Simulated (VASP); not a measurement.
ZrB2: single point with LDA

Crystal: ZrB2.

```xyz
3
Lattice="3.4566 0.0000 0.0000 -1.7283 2.9935 0.0000 0.0000 0.0000 3.2091" Properties=species:S:1:pos:R:3 pbc="T T T"
Zr    0.0000    0.0000    0.0000
B     0.0000    1.9957    1.6046
B     1.7283    0.9978    1.6046
```

This cell differs from its parent crystal: volume 11.069 Å^3 an atom, c/a of the conventional cell 0.9284.

```
Program             : VASP 6.6.1
Task                : single point
Functional          : LDA
Potentials or basis : VASP PAW LDA potentials, release 64 (Zr_sv, B)
Cutoff              : 520 eV
k mesh              : 18 × 18 × 12
Occupations         : gaussian, width 0.15 eV
Spin                : no spin polarisation
```

```json
{
  "Pressure": "-23.1 GPa",
  "Band gap on the k mesh": "zero (band 9 reaches 10.04 eV, above the bottom of band 10 at 8.51 eV)"
}
```

Stress tensor (GPa, compression positive):
```
-40.25   0.00   0.00
  0.00 -40.25   0.00
  0.00   0.00  11.09
```

Levels at points of the mesh, in eV from the Fermi level:
| k point | band 7 | band 8 | band 9 | band 10 | band 11 | band 12 |
| --- | --- | --- | --- | --- | --- | --- |
| (0.00, 0.00, 0.00) | -3.36 | -1.87 | -0.52 | 2.26 | 3.41 | 3.41 |
| (0.50, 0.00, 0.00) | -2.97 | -2.56 | -2.02 | 2.75 | 3.10 | 3.29 |
| (0.00, 0.00, 0.50) | -1.22 | -1.22 | -0.94 | -0.94 | 0.83 | 0.83 |
| (0.50, 0.00, 0.50) | -4.73 | -3.78 | -2.22 | 3.38 | 4.21 | 5.08 |

It took 110 s on 1 thread of Intel(R) Xeon(R) Platinum 8259CL CPU @ 2.50GHz (Skylake/Cascade Lake), with other jobs on the host, peak memory 0.24 GiB.
